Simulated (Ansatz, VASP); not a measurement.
# Sc: VASP beside Ansatz

INCAR

```
ALGO = Normal
EDIFF = 1E-6
ENCUT = 520
GGA = PS
ISIF = 2
ISMEAR = 0
LASPH = True
LCHARG = False
LREAL = False
LWAVE = False
NBANDS = 12
NELM = 100
PREC = Accurate
SIGMA = 0.1
```

Contents of KPOINTS:

```
k-points
0
Gamma
  16 16 16
```

Contents of POSCAR:

```
Sc
1.0
   -1.9291508267      1.9291508267      1.9291508267
    1.9291508267     -1.9291508267      1.9291508267
    1.9291508267      1.9291508267     -1.9291508267
Sc
1
Direct
    0.0000000000      0.0000000000      0.0000000000
```

Input for Ansatz:

```yaml
crystal:
  lattice:
    - [-1.9291508267, 1.9291508267, 1.9291508267]
    - [1.9291508267, -1.9291508267, 1.9291508267]
    - [1.9291508267, 1.9291508267, -1.9291508267]
  atoms:
    - { symbol: Sc, position: [0.0, 0.0, 0.0] }
basis:
  ecutwfc: 420
kpoints:
  mp_grid: { grid: [16, 16, 16] }
hamiltonian:
  xc: pbesol
scf:
  occupations: { method: gaussian, width: 0.1 }
output:
  forces: true
  stress: true
  eigenvalues: true
```

Alike in both runs: task single point; functional PBEsol; k mesh 16 × 16 × 16; occupations gaussian, width 0.1 eV; no spin polarisation.

|  | VASP | Ansatz |
| --- | --- | --- |
| version | VASP 6.6.1 | Ansatz 0.2.0 |
| potentials or method | VASP PAW PBE potentials, release 64 (Sc_sv), cutoff 520 eV | scalar-relativistic, plane waves, PAW |
| valence electrons in the cell | 11 | 11 |

```csv
,VASP,Ansatz,Ansatz less VASP
gap on the k mesh at the Fermi level (eV),none,none,-
pressure (GPa),-7.6,-7.6,+0.02
```

VASP's potentials were made for PBE, not for PBEsol. A gap of «none» marks a metal or a gap that the smearing closes.
